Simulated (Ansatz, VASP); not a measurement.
Two plane-wave programs on KCl

The input POSCAR:

```
KCl
1.0
    0.0000000000      3.1448483221      3.1448483221
    3.1448483221      0.0000000000      3.1448483221
    3.1448483221      3.1448483221      0.0000000000
K Cl
1 1
Direct
    0.0000000000      0.0000000000      0.0000000000
    0.5000000000      0.5000000000      0.5000000000
```

File INCAR.step1:

```
  PREC = Accurate
  ENCUT = 520
  ISMEAR = 1
  SIGMA = 0.2
  LREAL = False
  LASPH = True
  NELM = 60
  NBANDS = 15
  GGA = PE
  ALGO = Normal
  EDIFF = 1E-4
  LWAVE = True
  LCHARG = False
```

INCAR.step2

```
  PREC = Accurate
  ENCUT = 520
  EDIFF = 1E-7
  ISMEAR = 1
  SIGMA = 0.2
  LREAL = False
  LASPH = True
  NELM = 60
  ALGO = Normal
  ISIF = 2
  LWAVE = False
  LCHARG = False
  METAGGA = R2SCAN
  LMIXTAU = True
  NBANDS = 15
  ISTART = 1
```

File KPOINTS:

```
Automatic mesh
0
Gamma
  6 6 6
```

Input for Ansatz:

```yaml
crystal:
  lattice:
    - [0.0, 3.1448483221, 3.1448483221]
    - [3.1448483221, 0.0, 3.1448483221]
    - [3.1448483221, 3.1448483221, 0.0]
  atoms:
    - { symbol: K, position: [0.0, 0.0, 0.0] }
    - { symbol: Cl, position: [0.5, 0.5, 0.5] }
kpoints:
  mp_grid: { grid: [6, 6, 6] }
hamiltonian:
  xc: r2scan
scf:
  occupations: { method: cold, width: 0.2 }
  n_extra_bands: 4
output:
  forces: true
  stress: true
  eigenvalues: true
```

Alike in both runs: task single point; functional r2SCAN; k mesh 6 × 6 × 6; no spin polarisation.

|  | VASP | Ansatz |
| --- | --- | --- |
| version | VASP 6.6.1 | Ansatz 0.2.0 |
| potentials or method | VASP PAW PBE potentials, release 64 (K_sv, Cl) | plane waves |
| plane-wave cutoff (eV) | 520 | 500 |
| occupations | methfessel-paxton of order 1, width 0.2 eV | cold, width 0.2 eV |
| valence electrons in the cell | 16 | 16 |

```csv
,VASP,Ansatz,Ansatz less VASP
pressure (GPa),-0.1,0.0,+0.11
```

VASP's potentials were made for PBE, not for r2SCAN.
